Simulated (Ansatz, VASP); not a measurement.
## Two plane-wave programs on MnO

```
Mn O
1.0
     0.00000    2.24472    2.24472
     2.24472    0.00000    2.24472
     2.24472    2.24472    0.00000
Mn O
1 1
Direct
  0.00000 0.00000 0.00000
  0.50000 0.50000 0.50000
```

Alike in both runs: task single point; functional PBE; k mesh 4 × 4 × 4; collinear spin; Hubbard terms Mn d U = 6.0 eV.

```csv
,VASP,Ansatz
version,VASP 6.6.1,Ansatz 0.2 development build
potentials or method,"VASP PAW PBE potentials, release 64 (Mn_pv, O)",scalar-relativistic
plane-wave cutoff (eV),600,1306
occupations,"fermi-dirac, width 0.1 eV",fermi-dirac
```

```tsv
	VASP	Ansatz	Ansatz less VASP
net moment per atom (μB)	2.50	0.50	-2.000
size of the moment on the site where the two differ most (μB)	4.68	0.88	-3.803
```

The net moments are unlike, so the other rows may belong to different states. Site moments also hang on the region over which each program counts them. The programs project onto different local orbitals, so the same U acts differently, and such runs can settle in different states. Ansatz's warnings: reached outside group, stability check not made.

The k mesh is coarse, so the values compare programs but aren't converged.
